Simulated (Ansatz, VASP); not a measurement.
Two plane-wave programs on Rh

File POSCAR:

```
Rh
1.0
    0.0000000000      1.8611670198      1.8611670198
    1.8611670198      0.0000000000      1.8611670198
    1.8611670198      1.8611670198      0.0000000000
Rh
1
Direct
    0.0000000000      0.0000000000      0.0000000000
```

INCAR.step1

```
PREC     = Accurate       # precision mode
ENCUT    = 680            # plane-wave cutoff, eV
ISMEAR   = 0              # smearing method
SIGMA    = 0.1            # smearing width, eV
LREAL    = F              # projectors in reciprocal space
LASPH    = T              # aspherical terms in the spheres
NELM     = 120            # most SCF steps
NBANDS   = 14             # bands
GGA      = PE             # functional
ALGO     = Normal         # electronic algorithm
EDIFF    = 1E-5           # SCF threshold, eV
LWAVE    = T              # write WAVECAR
LCHARG   = F              # write CHGCAR
GGA_COMPAT= F
```

File INCAR.step2:

```
PREC     = Accurate       # precision mode
ENCUT    = 680            # plane-wave cutoff, eV
EDIFF    = 1E-6           # SCF threshold, eV
ISMEAR   = 0              # smearing method
SIGMA    = 0.1            # smearing width, eV
LREAL    = F              # projectors in reciprocal space
LASPH    = T              # aspherical terms in the spheres
NELM     = 120            # most SCF steps
ALGO     = Normal         # electronic algorithm
ISIF     = 2              # what is computed and relaxed
LWAVE    = F              # write WAVECAR
LCHARG   = F              # write CHGCAR
METAGGA  = R2SCAN         # meta-GGA
LMIXTAU  = T            
NBANDS   = 14             # bands
ISTART   = 1            
GGA_COMPAT= F
```

KPOINTS

```
regular mesh
0
Gamma
  18 18 18
```

Input for Ansatz:

```yaml
crystal:
  lattice:
    - [0.0, 1.8611670198, 1.8611670198]
    - [1.8611670198, 0.0, 1.8611670198]
    - [1.8611670198, 1.8611670198, 0.0]
  atoms:
    - { symbol: Rh, position: [0.0, 0.0, 0.0] }
basis:
  ecutwfc: 500
kpoints:
  mp_grid: { grid: [18, 18, 18] }
hamiltonian:
  xc: r2scan
scf:
  occupations: { method: gaussian, width: 0.1 }
output:
  forces: true
  stress: true
  eigenvalues: true
```

Alike in both runs: task single point; functional r2SCAN; k mesh 18 × 18 × 18; occupations gaussian, width 0.1 eV; no spin polarisation.

```csv
,VASP,Ansatz
version,VASP 6.6.1,Ansatz 0.2.0
potentials or method,"VASP PAW PBE potentials, release 64 (Rh_sv_GW), cutoff 680 eV","scalar-relativistic, plane waves, PAW"
valence electrons in the cell,17,17
```

Ansatz gave:

```
gap on the k mesh at the Fermi level (eV) : none
pressure (GPa)                            : 20.5
```

Q: Which values does VASP return?

A: gap on the k mesh at the Fermi level (eV): none; pressure (GPa): 20.6.

VASP's potentials were made for PBE, not for r2SCAN. A gap of «none» marks a metal or a gap that the smearing closes. The functional is the same, so the differences come from potentials, cutoffs and numerics.
